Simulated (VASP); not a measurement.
# Ga16HO24 (a cell with a defect) in VASP: notebook

Runs on Ga16HO24 (a cell with a defect). Level: PBE. Tasks: single point.

Everything below comes from runs of VASP 6.6.1. Logs are shortened: lines on timing, memory, paths and dates and some standing lists are left out, and cuts for length are marked.

## (1) The cell of the first run

The cell holds a defect, 41 atoms: a = 7.398 Å, b = 7.398 Å, c = 7.398 Å, α = 86.26°, β = 86.26°, γ = 86.26°.

## (2) Single point, PBE (with an interstitial atom, then relaxed in part)

INCAR

```
SYSTEM = Ga16HO24
ALGO     = Normal         ! electronic algorithm
EDIFF    = 1E-6           ! SCF threshold, eV
ENCUT    = 520            ! plane-wave cutoff, eV
GGA      = PE             ! functional
ISIF     = 2              ! what is computed and relaxed
ISMEAR   = 0              ! smearing method
LASPH    = .TRUE.         ! aspherical terms in the spheres
LCHARG   = .FALSE.        ! write CHGCAR
LREAL    = Auto         
LWAVE    = .FALSE.        ! write WAVECAR
NBANDS   = 202            ! bands
NELECT   = 354.0        
NELM     = 80             ! most SCF steps
PREC     = Accurate       ! precision mode
SIGMA    = 0.01           ! smearing width, eV
```

KPOINTS

```
Automatic mesh
0
Gamma
  2 2 2
  0.5 0.5 0.5
```

POSCAR

```
Ga16HO24
1.0
    0.0000000000      5.8400300424      4.5408731728
   -5.0576143756     -2.9200150212      4.5408731728
    5.0576143756     -2.9200150212      4.5408731728
Ga O H
16 24 1
Direct
    0.8749713941      0.8749713941      0.8749713941
    0.8562454066      0.3566734165      0.3584991785
    0.3566734165      0.3584991785      0.8562454066
    0.3584991785      0.8562454066      0.3566734165
    0.6515114424      0.6515114424      0.6515114424
    0.6403114115      0.1461695609      0.1472268757
    0.1461695609      0.1472268757      0.6403114115
    0.1472268757      0.6403114115      0.1461695609
    0.1250286059      0.1250286059      0.1250286059
    0.1437545934      0.6433265835      0.6415008215
    0.6433265835      0.6415008215      0.1437545934
    0.6415008215      0.1437545934      0.6433265835
    0.3484885576      0.3484885576      0.3484885576
    0.3596885885      0.8538304391      0.8527731243
    0.8538304391      0.8527731243      0.3596885885
    0.8527731243      0.3596885885      0.8538304391
    0.5921185397      0.2501703922      0.4034458904
    0.6015246274      0.7531931845      0.9038481059
    0.0996791447      0.7479152899      0.3981042353
    0.1023075088      0.2686718804      0.8919685989
    0.2501703922      0.4034458904      0.5921185397
    0.2686718804      0.8919685989      0.1023075088
    0.7531931845      0.9038481059      0.6015246274
    0.7479152899      0.3981042353      0.0996791447
    0.4034458904      0.5921185397      0.2501703922
    0.3981042353      0.0996791447      0.7479152899
    0.8919685989      0.1023075088      0.2686718804
    0.9038481059      0.6015246274      0.7531931845
    0.4078814603      0.7498296078      0.5965541096
    0.3984753726      0.2468068155      0.0961518941
    0.9003208553      0.2520847101      0.6018957647
    0.8976924912      0.7313281196      0.1080314011
    0.5965541096      0.4078814603      0.7498296078
    0.6018957647      0.9003208553      0.2520847101
    0.1080314011      0.8976924912      0.7313281196
    0.0961518941      0.3984753726      0.2468068155
    0.7498296078      0.5965541096      0.4078814603
    0.7313281196      0.1080314011      0.8976924912
    0.2468068155      0.0961518941      0.3984753726
    0.2520847101      0.6018957647      0.9003208553
    0.0000000000      0.0000000000      0.0000000000
```

Potentials or basis: VASP PAW PBE potentials, release 64 (Ga_d, O, H).

Launch:

```sh
$ cat potpaw_PBE.64/Ga_d/POTCAR potpaw_PBE.64/O/POTCAR potpaw_PBE.64/H/POTCAR > POTCAR
$ mpirun -np 1 vasp_std > vasp.out
```

OUTCAR:

```text
SYSTEM = Ga16HO24
   EDIFF = 1E-6
   ENCUT = 520
   GGA = PE
   ISIF = 2
   ISMEAR = 0
   LASPH = .TRUE.
   LREAL = Auto
   NELECT = 354.0
   NELM = 80
   PREC = Accurate

 ion  position               nearest neighbor table
   1  0.875  0.875  0.875-  41 1.70  35 1.98  38 1.98  32 1.98  18 2.26  28 2.26  23 2.26
   2  0.856  0.357  0.358-  37 1.94  36 1.94  31 1.95  27 2.03  24 2.12  17 2.15   6 2.90
   3  0.357  0.358  0.856-  33 1.94  30 1.94  40 1.95  20 2.03  26 2.12  21 2.15   7 2.90
   4  0.358  0.856  0.357-  29 1.94  39 1.94  34 1.95  22 2.03  19 2.12  25 2.15   8 2.90
   5  0.652  0.652  0.652-  29 1.96  37 1.96  33 1.96  18 2.06  28 2.06  23 2.06
   6  0.640  0.146  0.147-  30 1.94  38 1.95  34 1.96  24 2.07  17 2.09  27 2.12   2 2.90
   7  0.146  0.147  0.640-  39 1.94  35 1.95  31 1.96  26 2.07  21 2.09  20 2.12   3 2.90
   8  0.147  0.640  0.146-  36 1.94  32 1.95  40 1.96  19 2.07  25 2.09  22 2.12   4 2.90
   9  0.125  0.125  0.125-  41 1.70  27 1.98  22 1.98  20 1.98  30 2.26  36 2.26  39 2.26
  10  0.144  0.643  0.642-  21 1.94  28 1.94  19 1.95  35 2.03  40 2.12  29 2.15  14 2.90
  11  0.643  0.642  0.144-  25 1.94  18 1.94  24 1.95  32 2.03  34 2.12  37 2.15  15 2.90
  12  0.642  0.144  0.643-  17 1.94  23 1.94  26 1.95  38 2.03  31 2.12  33 2.15  16 2.90
  13  0.348  0.348  0.348-  17 1.96  21 1.96  25 1.96  30 2.06  36 2.06  39 2.06
  14  0.360  0.854  0.853-  18 1.94  22 1.95  26 1.96  40 2.07  29 2.09  35 2.12  10 2.90
  15  0.854  0.853  0.360-  23 1.94  27 1.95  19 1.96  34 2.07  37 2.09  32 2.12  11 2.90
  16  0.853  0.360  0.854-  28 1.94  20 1.95  24 1.96  31 2.07  33 2.09  38 2.12  12 2.90
  17  0.592  0.250  0.403-  12 1.94  13 1.96   6 2.09   2 2.15
  18  0.602  0.753  0.904-  11 1.94  14 1.94   5 2.06   1 2.26
  19  0.100  0.748  0.398-  10 1.95  15 1.96   8 2.07   4 2.12
  20  0.102  0.269  0.892-  16 1.95   9 1.98   3 2.03   7 2.12
  21  0.250  0.403  0.592-  10 1.94  13 1.96   7 2.09   3 2.15
  22  0.269  0.892  0.102-  14 1.95   9 1.98   4 2.03   8 2.12
[... 16 lines left out ...]
  39  0.247  0.096  0.398-   4 1.94   7 1.94  13 2.06   9 2.26
  40  0.252  0.602  0.900-   3 1.95   8 1.96  14 2.07  10 2.12
  41  0.000  0.000  0.000-   1 1.70   9 1.70

  LATTYP: Found a trigonal (rhomboedric) cell.
 ALAT       =     7.3976672044
 COS(alpha) =     0.0651717211

  Lattice vectors:

 A1 = (   0.0000000000,   5.8400300424,   4.5408731728)
 A2 = (  -5.0576143756,  -2.9200150212,   4.5408731728)
 A3 = (   5.0576143756,  -2.9200150212,   4.5408731728)

Analysis of symmetry for initial positions (statically):
=====================================================================
 Subroutine PRICEL returns:
 Original cell was already a primitive cell.

 Routine SETGRP: Setting up the symmetry group for a
 trigonal (rhombohedral) supercell.

 Subroutine GETGRP returns: Found  6 space group operations
 (whereof  6 operations were pure point group operations)
 out of a pool of 12 trial point group operations.

The static configuration has the point symmetry S_6 .

Analysis of symmetry for dynamics (positions and initial velocities):
=====================================================================
 Subroutine PRICEL returns:
 Original cell was already a primitive cell.

 Routine SETGRP: Setting up the symmetry group for a
 trigonal (rhombohedral) supercell.

 Subroutine GETGRP returns: Found  6 space group operations
 (whereof  6 operations were pure point group operations)
 out of a pool of 12 trial point group operations.

The dynamic configuration has the point symmetry S_6 .

 Subroutine INISYM returns: Found  6 space group operations
 (whereof  6 operations are pure point group operations),
 and found     1 'primitive' translations

----------------------------------------------------------------------------------------

                                     Primitive cell

  volume of cell :     402.3661

  direct lattice vectors                    reciprocal lattice vectors
     0.000000000  5.840030042  4.540873173     0.000000000  0.114154664  0.073407321
    -5.057614376 -2.920015021  4.540873173    -0.098860839 -0.057077332  0.073407321
     5.057614376 -2.920015021  4.540873173     0.098860839 -0.057077332  0.073407321

  length of vectors
     7.397667204  7.397667204  7.397667204     0.135720013  0.135720013  0.135720013

  position of ions in fractional coordinates (direct lattice)
     0.874971394  0.874971394  0.874971394
     0.856245407  0.356673417  0.358499178
     0.356673417  0.358499178  0.856245407
     0.358499178  0.856245407  0.356673417
     0.651511442  0.651511442  0.651511442
     0.640311412  0.146169561  0.147226876
[... 33 lines left out ...]
     0.252084710  0.601895765  0.900320855
     0.000000000  0.000000000  0.000000000

  ion indices of the primitive-cell ions
   primitive index   ion index
                 1           1
                 2           2
                 3           3
[... 52 lines left out ...]
   LASPH  =      T    aspherical Exc in radial PAW
   ENCUT  =  520.0 eV  38.22 Ry    6.18 a.u.  13.75 13.75 13.75*2*pi/ulx,y,z
   NELM   =     80;   NELMIN=  2; NELMDL= -5     # of ELM steps
   EDIFF  = 0.1E-05   stopping-criterion for ELM
   LREAL  =      T    real-space projection
   EDIFFG = 0.1E-04   stopping-criterion for IOM
   NSW    =      0    number of steps for IOM
   IBRION =     -1    ionic relax: 0-MD 1-quasi-New 2-CG
   NFREE  =      0    steps in history (QN), initial steepest desc. (CG)
   ISIF   =      2    stress and relaxation
   ISYM   =      2    0-nonsym 1-usesym 2-fastsym
   POTIM  = 0.5000    time-step for ionic-motion
   TEBEG  =    0.0;   TEEND  =   0.0 temperature during run
   PSTRESS=    0.0 pullay stress
   NELECT =     354.0000    total number of electrons
   NUPDOWN=      -1.0000    fix difference up-down
   EMIN   =  10.00;   EMAX   =-10.00  energy-range for DOS
   EFERMI =   0.00;   METHOD = LEGACY
   ISMEAR =     0;   SIGMA  =   0.01  broadening in eV -4-tet -1-fermi 0-gaus
   EFERMI_NEDOS =   21; number of points for ismear=-14 and -15
   IALGO  =     38    algorithm
   IMIX   =      4    mixing-type and parameters
     AMIX     =   0.40;   BMIX     =  1.00
     AMIX_MAG =   1.60;   BMIX_MAG =  1.00
  volume/ion in A,a.u.               =       9.81        66.23
  Fermi-wavevector in a.u.,A,eV,Ry     =   1.568684  2.964383 33.480798  2.460769
  Thomas-Fermi vector in A             =   2.670679
   LORBIT       =      0    0 simple, 1 ext, 2 COOP (PROOUT), +10 PAW based schemes
   GGA     = PE    functional components
   LHFCALC =     F    Hartree Fock is set to
   AEXX    =    0.0000 exact exchange contribution
   IVDW    =     0    specifies the selected vdW correction
   LEPSILON=     F    determine dielectric tensor
   LRPA    =     F    only Hartree local field effects (RPA)
 non-spin polarized calculation
 Gauss-broadening in eV      SIGMA  =   0.01
  energy-cutoff  :      520.00
  volume of cell :      402.37
 maximum number of plane-waves:     10853
 NGX is ok and might be reduce to    56
   NGX = 27   NGY = 27   NGZ = 27

 number of electron     353.9999896 magnetization

 Free energy of the ion-electron system (eV)
  ---------------------------------------------------
  ext. energy  EPLUGINS =         0.00000000
  ---------------------------------------------------
  free energy    TOTEN  =      -231.26919910 eV

  energy without entropy =     -231.26919910  energy(sigma->0) =     -231.26919910

 E-fermi :   6.0286     XC(G=0): -12.0411

 val. band max:        5.9779962214   @ k =  -0.2500   0.2500   0.2500
 cond. band min:       8.1122316443   @ k =   0.2500   0.2500   0.2500
 fundamental gap:      2.1342354228
 Fermi energy:         6.0285857331

 k-point     1 :       0.2500    0.2500    0.2500
  band No.  band energies     occupation
      1     -14.3252      2.00000
      2     -13.7820      2.00000
      3     -13.7820      2.00000
      4     -13.6176      2.00000
      5     -13.3694      2.00000
      6     -13.3694      2.00000
[... 181 lines left out ...]
    188      10.8962      0.00000
    189      10.9730      0.00000

 k-point     2 :      -0.2500    0.2500    0.2500
  band No.  band energies     occupation
      1     -14.2926      2.00000
      2     -13.8161      2.00000
      3     -13.8045      2.00000
      4     -13.6837      2.00000
      5     -13.3732      2.00000
      6     -13.3245      2.00000
[... 181 lines left out ...]
    188      11.0004      0.00000
    189      11.0979      0.00000
 [bands above 189 left out]

------------------------ aborting loop because EDIFF is reached ----------------------------------------

  FORCE on cell =-STRESS in cart. coord.  units (eV):
  Direction    XX          YY          ZZ          XY          YZ          ZX
  --------------------------------------------------------------------------------------
  -------------------------------------------------------------------------------------
  Total       22.6810472     22.6810472     12.3790190      0.0000010     -0.0000000      0.0000000
  in kB       90.3134150     90.3134150     49.2918809      0.0000039     -0.0000000      0.0000000
  external PRESSURE =      76.6395703 kB  Pullay stress =       0.0000000 kB

 VOLUME and BASIS-vectors are now :
 -----------------------------------------------------------------------------
  energy-cutoff  :      520.00
  volume of cell :      402.37
      direct lattice vectors                 reciprocal lattice vectors
     0.000000000  5.840030042  4.540873173     0.000000000  0.114154664  0.073407321
    -5.057614376 -2.920015021  4.540873173    -0.098860839 -0.057077332  0.073407321
     5.057614376 -2.920015021  4.540873173     0.098860839 -0.057077332  0.073407321

 POSITION                                       TOTAL-FORCE (eV/Angst)
 -----------------------------------------------------------------------------------
      0.00000      0.00000     11.91940         0.000000      0.000000     -0.011544
      0.00923      2.91218      7.13561         0.003176     -0.017830      0.006841
      2.51741     -1.46409      7.13561        -0.017029      0.006165      0.006841
     -2.52664     -1.44810      7.13561         0.013854      0.011665      0.006841
      0.00000      0.00000      8.87529         0.000000      0.000000     -0.018684
      0.00535      2.88272      4.23985         0.009252      0.009938     -0.007566
[... 33 lines left out ...]
      1.50932     -2.91431      7.96606        -0.009609     -0.008119      0.009973
      0.00000      0.00000      0.00000         0.000000      0.000000      0.000000
 -----------------------------------------------------------------------------------
    total drift:                                0.000000     -0.000000      0.000000

  FREE ENERGIE OF THE ION-ELECTRON SYSTEM (eV)
  ---------------------------------------------------
  free  energy   TOTEN  =      -231.2691991021 eV

  energy  without entropy=     -231.2691991021  energy(sigma->0) =     -231.26919910
```

Run time: 11 min. Hardware: 1 thread of AMD EPYC 7R43 (Zen 3), shared host; peak memory 0.42 GiB.

Results:

- Free energy: -231.2692 eV
- Largest force: 0.033 eV/Å

Forces in eV/Å, atoms in the order of the input:
```
Ga   0.000  0.000 -0.012
Ga   0.003 -0.018  0.007
Ga  -0.017  0.006  0.007
Ga   0.014  0.012  0.007
Ga   0.000  0.000 -0.019
Ga   0.009  0.010 -0.008
Ga   0.004 -0.013 -0.008
Ga  -0.013  0.003 -0.008
Ga   0.000  0.000  0.012
Ga  -0.003  0.018 -0.007
Ga   0.017 -0.006 -0.007
Ga  -0.014 -0.012 -0.007
Ga   0.000  0.000  0.019
Ga  -0.009 -0.010  0.008
Ga  -0.004  0.013  0.008
Ga   0.013 -0.003  0.008
O   -0.003 -0.010  0.006
O   -0.019  0.021  0.017
O   -0.012  0.004 -0.010
O   -0.012 -0.003  0.009
O   -0.007  0.008  0.006
O    0.003  0.012  0.009
O    0.027  0.006  0.017
O    0.010  0.008 -0.010
O    0.011  0.002  0.006
O    0.002 -0.012 -0.010
O    0.009 -0.009  0.009
O   -0.009 -0.026  0.017
O    0.003  0.010 -0.006
O    0.019 -0.021 -0.017
O    0.012 -0.004  0.010
O    0.012  0.003 -0.009
O   -0.011 -0.002 -0.006
O   -0.002  0.012  0.010
O   -0.009  0.009 -0.009
O    0.009  0.026 -0.017
O    0.007 -0.008 -0.006
O   -0.003 -0.012 -0.009
O   -0.027 -0.006 -0.017
O   -0.010 -0.008  0.010
H    0.000  0.000  0.000
```

Levels at points of the mesh, in eV from the Fermi level:
| k point | band 174 | band 175 | band 176 | band 177 | band 178 | band 179 | band 180 | band 181 |
| --- | --- | --- | --- | --- | --- | --- | --- | --- |
| (0.25, 0.25, 0.25) | -2.13 | -2.04 | -2.04 | -0.16 | 2.08 | 3.64 | 3.96 | 3.96 |

Caveat: the cell carries a net charge on a neutralising background, which shifts energy and pressure; the cell differs from its parent crystal (with an interstitial atom, then relaxed in part); the cell is charged against a uniform background, so pressure and absolute levels hang on convention.

## (3) Single point, PBE (with an interstitial atom, then relaxed in part)

INCAR

```
PREC     = Accurate       # precision mode
ENCUT    = 520            # plane-wave cutoff, eV
EDIFF    = 1E-6           # SCF threshold, eV
ISMEAR   = 0              # smearing method
SIGMA    = 0.01           # smearing width, eV
LREAL    = Auto         
LASPH    = True           # aspherical terms in the spheres
NELM     = 100            # most SCF steps
ALGO     = Normal         # electronic algorithm
ISIF     = 2              # what is computed and relaxed
LWAVE    = False          # write WAVECAR
LCHARG   = False          # write CHGCAR
GGA      = PE             # functional
NBANDS   = 202            # bands
NELECT   = 352.0
```

KPOINTS is that of step 2.

POSCAR

```
Ga16HO24
1.0
    0.0000000000      5.8400300424      4.5408731728
   -5.0576143756     -2.9200150212      4.5408731728
    5.0576143756     -2.9200150212      4.5408731728
Ga O H
16 24 1
Direct
    0.8444569408      0.8444569408      0.8444569408
    0.8555853363      0.3585193638      0.3545053538
    0.3585193638      0.3545053538      0.8555853363
    0.3545053538      0.8555853363      0.3585193638
    0.6391514477      0.6391514477      0.6391514477
    0.6440204841      0.1429300279      0.1450806486
    0.1429300279      0.1450806486      0.6440204841
    0.1450806486      0.6440204841      0.1429300279
    0.1555430592      0.1555430592      0.1555430592
    0.1444146637      0.6414806362      0.6454946462
    0.6414806362      0.6454946462      0.1444146637
    0.6454946462      0.1444146637      0.6414806362
    0.3608485523      0.3608485523      0.3608485523
    0.3559795159      0.8570699721      0.8549193514
    0.8570699721      0.8549193514      0.3559795159
    0.8549193514      0.3559795159      0.8570699721
    0.6018155361      0.2507483980      0.3996185846
    0.5963338107      0.7462138317      0.9005712262
    0.0986650803      0.7515335839      0.4039571562
    0.0939967249      0.2421830840      0.9064190733
    0.2507483980      0.3996185846      0.6018155361
    0.2421830840      0.9064190733      0.0939967249
    0.7462138317      0.9005712262      0.5963338107
    0.7515335839      0.4039571562      0.0986650803
    0.3996185846      0.6018155361      0.2507483980
    0.4039571562      0.0986650803      0.7515335839
    0.9064190733      0.0939967249      0.2421830840
    0.9005712262      0.5963338107      0.7462138317
    0.3981844639      0.7492516020      0.6003814154
    0.4036661893      0.2537861683      0.0994287738
    0.9013349197      0.2484664161      0.5960428438
    0.9060032751      0.7578169160      0.0935809267
    0.6003814154      0.3981844639      0.7492516020
    0.5960428438      0.9013349197      0.2484664161
    0.0935809267      0.9060032751      0.7578169160
    0.0994287738      0.4036661893      0.2537861683
    0.7492516020      0.6003814154      0.3981844639
    0.7578169160      0.0935809267      0.9060032751
    0.2537861683      0.0994287738      0.4036661893
    0.2484664161      0.5960428438      0.9013349197
    0.0000000000      0.0000000000      0.0000000000
```

Potentials or basis: VASP PAW PBE potentials, release 64 (Ga_d, O, H).

Launch:

```sh
$ cat potpaw_PBE.64/Ga_d/POTCAR potpaw_PBE.64/O/POTCAR potpaw_PBE.64/H/POTCAR > POTCAR
$ mpirun -np 1 vasp_std > vasp.out
```

Run time: 13 min. Hardware: 1 thread of Intel Xeon 8259CL, shared host; peak memory 0.48 GiB.

Results (log left out):

| Quantity | Value |
| --- | --- |
| Free energy | -244.1428 eV |
| Largest force | 0.023 eV/Å |

Forces in eV/Å, atoms in the order of the input:
```
Ga   0.000  0.000  0.019
Ga   0.002  0.001  0.023
Ga   0.000 -0.003  0.023
Ga  -0.002  0.002  0.023
Ga   0.000  0.000  0.003
Ga  -0.006 -0.010  0.004
Ga  -0.006  0.010  0.004
Ga   0.012  0.000  0.004
Ga   0.000  0.000 -0.019
Ga  -0.002 -0.001 -0.023
Ga   0.000  0.003 -0.023
Ga   0.002 -0.002 -0.023
Ga   0.000  0.000 -0.003
Ga   0.006  0.010 -0.004
Ga   0.006 -0.010 -0.004
Ga  -0.012  0.000 -0.004
O   -0.005  0.007 -0.011
O    0.004 -0.008 -0.016
O    0.006  0.006  0.003
O    0.001  0.008 -0.008
O    0.008  0.001 -0.011
O    0.006 -0.005 -0.008
O   -0.009  0.001 -0.016
O    0.002 -0.008  0.003
O   -0.003 -0.008 -0.011
O   -0.008  0.003  0.003
O   -0.007 -0.003 -0.008
O    0.005  0.007 -0.016
O    0.005 -0.007  0.011
O   -0.004  0.008  0.016
O   -0.006 -0.006 -0.003
O   -0.001 -0.008  0.008
O    0.003  0.008  0.011
O    0.008 -0.003 -0.003
O    0.007  0.003  0.008
O   -0.005 -0.007  0.016
O   -0.008 -0.001  0.011
O   -0.006  0.005  0.008
O    0.009 -0.001  0.016
O   -0.002  0.008 -0.003
H    0.000  0.000  0.000
```

Levels at points of the mesh, in eV from the Fermi level:
```tsv
k point	band 173	band 174	band 175	band 176	band 177	band 178	band 179	band 180
(0.25, 0.25, 0.25)	-0.39	-0.39	-0.28	-0.28	2.62	3.92	5.79	5.84
```

Caveat: the cell carries a net charge on a neutralising background, which shifts energy and pressure; the cell differs from its parent crystal (with an interstitial atom, then relaxed in part); the cell is charged against a uniform background, so pressure and absolute levels hang on convention.
